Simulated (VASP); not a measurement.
# Al (Cm) in VASP: notebook, part 2 of 2

VASP 6.6.1. Earlier steps stand in the parts before.

## 3. Single point, PBEsol (atom 1 (Al) moved by -0.702 Å along [1 0 0] and -0.468 Å along [0 1 0])

Contents of INCAR:

```
SYSTEM = Al
ALGO = Fast
EDIFF = 1E-7
ENCUT = 520
GGA = PS
ISIF = 2
ISMEAR = 0
LASPH = .TRUE.
LCHARG = .FALSE.
LREAL = .FALSE.
LWAVE = .FALSE.
NBANDS = 22
NELM = 60
PREC = Accurate
SIGMA = 0.15
```

Contents of KPOINTS:

```
k-points
0
G
  10 10 10
  0 0 0
```

Contents of POSCAR:

```
Al
1.0
    3.2126361663      3.2126361663      3.2126361663
   -3.2126361663     -3.2126361663      3.2126361663
    3.2126361663     -3.2126361663     -3.2126361663
Al
8
Direct
   -0.1092560694      0.5728373796      0.4635813102
    0.0000000000      0.0000000000      0.5000000000
    0.0000000000      0.5000000000      0.0000000000
    0.0000000000      0.0000000000      0.0000000000
    0.5000000000      0.5000000000      0.5000000000
    0.5000000000      0.0000000000      0.5000000000
    0.5000000000      0.5000000000      0.0000000000
    0.5000000000      0.0000000000      0.0000000000
```

Potentials or basis: VASP PAW PBE potentials, release 64 (Al).

Started as:

```bash
> cat potpaw_PBE.64/Al/POTCAR > POTCAR
> mpirun -np 1 vasp_std > vasp.out
```

OUTCAR:

```text
SYSTEM = Al
   EDIFF = 1E-7
   ENCUT = 520
   GGA = PS
   ISIF = 2
   ISMEAR = 0
   LASPH = .TRUE.
   LREAL = .FALSE.
   NELM = 60
   PREC = Accurate

 ion  position               nearest neighbor table
   1  0.891  0.573  0.464-   2 2.17   5 2.17   7 2.55   3 2.78   8 2.78   4 2.83   8 3.03   3 3.03
                             6 3.32   6 3.32
   2  0.000  0.000  0.500-   1 2.17   4 2.78   6 2.78   7 2.78   4 2.78   6 2.78   7 2.78   3 3.21
                             3 3.21   5 3.21   8 3.21   5 3.21   8 3.21
   3  0.000  0.500  0.000-   1 2.78   4 2.78   6 2.78   7 2.78   4 2.78   7 2.78   6 2.78   1 3.03
                             5 3.21   2 3.21   8 3.21   5 3.21   8 3.21   2 3.21
   4  0.000  0.000  0.000-   2 2.78   3 2.78   5 2.78   8 2.78   2 2.78   3 2.78   8 2.78   5 2.78
                             1 2.83   6 3.21   6 3.21   7 3.21   7 3.21
   5  0.500  0.500  0.500-   1 2.17   4 2.78   6 2.78   7 2.78   7 2.78   6 2.78   4 2.78   3 3.21
                             2 3.21   8 3.21   3 3.21   2 3.21   8 3.21
   6  0.500  0.000  0.500-   2 2.78   3 2.78   5 2.78   8 2.78   8 2.78   5 2.78   2 2.78   3 2.78
                             7 3.21   7 3.21   4 3.21   4 3.21   1 3.32   1 3.32
   7  0.500  0.500  0.000-   1 2.55   2 2.78   3 2.78   5 2.78   8 2.78   5 2.78   8 2.78   3 2.78
                             2 2.78   6 3.21   6 3.21   4 3.21   4 3.21
   8  0.500  0.000  0.000-   1 2.78   4 2.78   6 2.78   7 2.78   6 2.78   7 2.78   4 2.78   1 3.03
                             3 3.21   5 3.21   2 3.21   5 3.21   2 3.21   3 3.21

  LATTYP: Found a body centered cubic cell.
 ALAT       =     6.4252723326

  Lattice vectors:

 A1 = (   3.2126361663,   3.2126361663,   3.2126361663)
 A2 = (  -3.2126361663,  -3.2126361663,   3.2126361663)
 A3 = (   3.2126361663,  -3.2126361663,  -3.2126361663)

Analysis of symmetry for initial positions (statically):
=====================================================================
 Subroutine PRICEL returns:
 Original cell was already a primitive cell.

 Routine SETGRP: Setting up the symmetry group for a
 body centered cubic supercell.

 Subroutine GETGRP returns: Found  2 space group operations
 (whereof  2 operations were pure point group operations)
 out of a pool of 48 trial point group operations.

The static configuration has the point symmetry C_1h.

Analysis of symmetry for dynamics (positions and initial velocities):
=====================================================================
 Subroutine PRICEL returns:
 Original cell was already a primitive cell.

 Routine SETGRP: Setting up the symmetry group for a
 body centered cubic supercell.

 Subroutine GETGRP returns: Found  2 space group operations
 (whereof  2 operations were pure point group operations)
 out of a pool of 48 trial point group operations.

The dynamic configuration has the point symmetry C_1h.

 Subroutine INISYM returns: Found  2 space group operations
 (whereof  2 operations are pure point group operations),
 and found     1 'primitive' translations

----------------------------------------------------------------------------------------

                                     Primitive cell

  volume of cell :     132.6309

  direct lattice vectors                    reciprocal lattice vectors
     3.212636166  3.212636166  3.212636166     0.155635427  0.000000000  0.155635427
    -3.212636166 -3.212636166  3.212636166     0.000000000 -0.155635427  0.155635427
     3.212636166 -3.212636166 -3.212636166     0.155635427 -0.155635427  0.000000000

  length of vectors
     5.564449066  5.564449066  5.564449066     0.220101731  0.220101731  0.220101731

[... 78 lines left out ...]
   dimension x,y,z NGXF=    84 NGYF=   84 NGZF=   84
   ions per type =               8
   NGX,Y,Z   is equivalent  to a cutoff of  12.55, 12.55, 12.55 a.u.
   NGXF,Y,Z  is equivalent  to a cutoff of  25.10, 25.10, 25.10 a.u.
 SYSTEM =  Al
   PREC   = accura    normal or accurate (medium, high low for compatibility)
   ISTART =      0    job   : 0-new  1-cont  2-samecut
   ICHARG =      2    charge: 1-file 2-atom 10-const
   ISPIN  =      1    spin polarized calculation?
   LNONCOLLINEAR =      F non collinear calculations
   LSORBIT =      F    spin-orbit coupling
   LASPH  =      T    aspherical Exc in radial PAW
   ENCUT  =  520.0 eV  38.22 Ry    6.18 a.u.  10.35 10.35 10.35*2*pi/ulx,y,z
   NELM   =     60;   NELMIN=  2; NELMDL= -5     # of ELM steps
   EDIFF  = 0.1E-06   stopping-criterion for ELM
   LREAL  =      F    real-space projection
   EDIFFG = 0.1E-05   stopping-criterion for IOM
   NSW    =      0    number of steps for IOM
   IBRION =     -1    ionic relax: 0-MD 1-quasi-New 2-CG
   NFREE  =      0    steps in history (QN), initial steepest desc. (CG)
   ISIF   =      2    stress and relaxation
   ISYM   =      2    0-nonsym 1-usesym 2-fastsym
   POTIM  = 0.5000    time-step for ionic-motion
   TEBEG  =    0.0;   TEEND  =   0.0 temperature during run
   PSTRESS=    0.0 pullay stress
   NELECT =      24.0000    total number of electrons
   NUPDOWN=      -1.0000    fix difference up-down
   EMIN   =  10.00;   EMAX   =-10.00  energy-range for DOS
   EFERMI =   0.00;   METHOD = LEGACY
   ISMEAR =     0;   SIGMA  =   0.15  broadening in eV -4-tet -1-fermi 0-gaus
   EFERMI_NEDOS =   21; number of points for ismear=-14 and -15
   IALGO  =     68    algorithm
   IMIX   =      4    mixing-type and parameters
     AMIX     =   0.40;   BMIX     =  1.00
     AMIX_MAG =   1.60;   BMIX_MAG =  1.00
  volume/ion in A,a.u.               =      16.58       111.88
  Fermi-wavevector in a.u.,A,eV,Ry     =   0.925970  1.749830 11.665920  0.857421
  Thomas-Fermi vector in A             =   2.051882
   LORBIT       =      0    0 simple, 1 ext, 2 COOP (PROOUT), +10 PAW based schemes
   GGA     = PS    functional components
   LHFCALC =     F    Hartree Fock is set to
   AEXX    =    0.0000 exact exchange contribution
   IVDW    =     0    specifies the selected vdW correction
   LEPSILON=     F    determine dielectric tensor
   LRPA    =     F    only Hartree local field effects (RPA)
 non-spin polarized calculation
 RMM-DIIS sequential band-by-band and
 Gauss-broadening in eV      SIGMA  =   0.15
  energy-cutoff  :      520.00
  volume of cell :      132.63
 maximum number of plane-waves:      3593
 NGX is ok and might be reduce to    42
   NGX = 21   NGY = 21   NGZ = 21

 number of electron      23.9999999 magnetization

 Free energy of the ion-electron system (eV)
  ---------------------------------------------------
  ext. energy  EPLUGINS =         0.00000000
  ---------------------------------------------------
  free energy    TOTEN  =       -29.82257840 eV

  energy without entropy =      -29.78554567  energy(sigma->0) =      -29.80406204

 E-fermi :   7.8350     XC(G=0): -10.2037

 val. band max:        7.8345355327   @ k =  -0.4000   0.5000   0.1000
 cond. band min:       7.8410743675   @ k =   0.2000   0.0000   0.0000
 fundamental gap:      0.0065388348
 Fermi energy:         7.8350087525

 k-point     1 :       0.0000    0.0000    0.0000
  band No.  band energies     occupation
      1      -3.3594      2.00000
      2       2.3922      2.00000
      3       3.0428      2.00000
      4       3.0641      2.00000
      5       3.4434      2.00000
      6       3.4452      2.00000
[... 589 lines left out ...]
     21      13.8529      0.00000
     22      14.0353      0.00000

 [... further k-points ...]

------------------------ aborting loop because EDIFF is reached ----------------------------------------

  FORCE on cell =-STRESS in cart. coord.  units (eV):
  Direction    XX          YY          ZZ          XY          YZ          ZX
  --------------------------------------------------------------------------------------
  -------------------------------------------------------------------------------------
  Total        3.7153673      4.5645185      9.2874812      3.8994283      0.0000000      0.0000000
  in kB       44.8815361     55.1392597    112.1925214     47.1049879      0.0000000      0.0000000
  external PRESSURE =      70.7377724 kB  Pullay stress =       0.0000000 kB

 VOLUME and BASIS-vectors are now :
 -----------------------------------------------------------------------------
  energy-cutoff  :      520.00
  volume of cell :      132.63
      direct lattice vectors                 reciprocal lattice vectors
     3.212636166  3.212636166  3.212636166     0.155635427  0.000000000  0.155635427
    -3.212636166 -3.212636166  3.212636166     0.000000000 -0.155635427  0.155635427
     3.212636166 -3.212636166 -3.212636166     0.155635427 -0.155635427  0.000000000

 POSITION                                       TOTAL-FORCE (eV/Angst)
 -----------------------------------------------------------------------------------
      2.51064     -0.46800      3.21264         4.760801      4.397764      0.000000
      1.60632     -1.60632     -1.60632        -1.977541     -2.453823      3.460175
     -1.60632     -1.60632      1.60632         0.018274      0.274238      0.151332
      0.00000      0.00000      0.00000        -0.059700     -0.071299     -0.000000
      1.60632     -1.60632      1.60632        -1.977541     -2.453823     -3.460175
      3.21264      0.00000      0.00000        -0.046515     -0.016853      0.000000
      0.00000      0.00000      3.21264        -0.736053      0.049558     -0.000000
      1.60632      1.60632      1.60632         0.018274      0.274238     -0.151332
 -----------------------------------------------------------------------------------
    total drift:                               -0.000002     -0.000001     -0.000000

  FREE ENERGIE OF THE ION-ELECTRON SYSTEM (eV)
  ---------------------------------------------------
  free  energy   TOTEN  =       -29.8225784029 eV

  energy  without entropy=      -29.7855456725  energy(sigma->0) =      -29.80406204
```

Wall time 12 min (1 thread of Intel Xeon Platinum 8488C (Sapphire Rapids), shared host); peak memory 0.65 GiB.

Results:

```
Free energy            : -29.8226 eV
Pressure               : 7.1 GPa
Largest force          : 6.481 eV/Å
Band gap on the k mesh : zero (bands 12 and 13 overlap by 3.74 eV)
```

Forces in eV/Å, atoms in the order of the input:
```
Al   4.761  4.398  0.000
Al  -1.978 -2.454  3.460
Al   0.018  0.274  0.151
Al  -0.060 -0.071  0.000
Al  -1.978 -2.454 -3.460
Al  -0.047 -0.017  0.000
Al  -0.736  0.050  0.000
Al   0.018  0.274 -0.151
```

Caveat: the cell differs from its parent crystal (atom 1 (Al) moved by -0.702 Å along [1 0 0] and -0.468 Å along [0 1 0]); the stress differs along the axes, from 4 to 11 GPa; the PAW data sets were made with another functional, which shifts forces and pressure a little.
